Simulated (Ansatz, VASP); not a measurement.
# Two plane-wave programs on Si

The input INCAR:

```
SYSTEM = Si
ALGO     = Normal         ! electronic algorithm
EDIFF    = 1E-7           ! SCF threshold, eV
ENCUT    = 520            ! plane-wave cutoff, eV
GGA      = CA             ! functional
ISIF     = 2              ! what is computed and relaxed
ISMEAR   = 0              ! smearing method
LASPH    = .TRUE.         ! aspherical terms in the spheres
LCHARG   = .FALSE.        ! write CHGCAR
LREAL    = .FALSE.        ! projectors in reciprocal space
LWAVE    = .FALSE.        ! write WAVECAR
NBANDS   = 16             ! bands
NELM     = 60             ! most SCF steps
PREC     = Accurate       ! precision mode
SIGMA    = 0.03           ! smearing width, eV
```

File KPOINTS:

```
k-points
0
G
  12 12 6
  0 0 0
```

File POSCAR:

```
Si
1.0
    3.9671651941      0.0000000000      0.0000000000
   -1.9835825971      3.4356658391      0.0000000000
    0.0000000000      0.0000000000      5.7750023730
Si
4
Direct
    0.3333333333      0.6666666667      0.0534951140
    0.6666666667      0.3333333333      0.5534951140
    0.3333333333      0.6666666667      0.4465048860
    0.6666666667      0.3333333333      0.9465048860
```

Input for Ansatz:

```yaml
crystal:
  lattice:
    - [3.9671651941, 0.0, 0.0]
    - [-1.9835825971, 3.4356658391, 0.0]
    - [0.0, 0.0, 5.775002373]
  atoms:
    - { symbol: Si, position: [0.3333333333, 0.6666666667, 0.053495114] }
    - { symbol: Si, position: [0.6666666667, 0.3333333333, 0.553495114] }
    - { symbol: Si, position: [0.3333333333, 0.6666666667, 0.446504886] }
    - { symbol: Si, position: [0.6666666667, 0.3333333333, 0.946504886] }
basis:
  ecutwfc: 420
kpoints:
  mp_grid: { grid: [12, 12, 6] }
hamiltonian:
  xc: lda
  pseudopotentials: { kind: paw, azcp: { folder: soft_1 } }
scf:
  occupations: { method: gaussian, width: 0.03 }
output:
  forces: true
  stress: true
  eigenvalues: true
```

Alike in both runs: task single point; functional LDA; k mesh 12 × 12 × 6; occupations gaussian, width 0.03 eV; no spin polarisation.

```csv
,VASP,Ansatz
version,VASP 6.6.1,Ansatz 0.2.0
potentials or method,"VASP PAW LDA potentials, release 64 (Si), cutoff 520 eV","scalar-relativistic, plane waves, PAW"
valence electrons in the cell,16,16
```

Ansatz gave:

* gap on the k mesh at the Fermi level (eV): none
* pressure (GPa): 0.4
* traceless stress, the component that is largest in VASP (GPa): 14.87
* rms of the force components (eV/Å): 0.119

Q: Which values does VASP return?

A: gap on the k mesh at the Fermi level (eV): none; pressure (GPa): 0.4; traceless stress, the component that is largest in VASP (GPa): 14.93; rms of the force components (eV/Å): 0.122.

Ansatz warns that its potentials were made for another functional, while VASP's fit it. LDA's correlation is that of Perdew and Zunger in VASP and of Perdew and Wang (1992) in Ansatz. Atom by atom the forces differ by 0.002 eV/Å (rms over components). A gap of «none» marks a metal or a gap that the smearing closes.
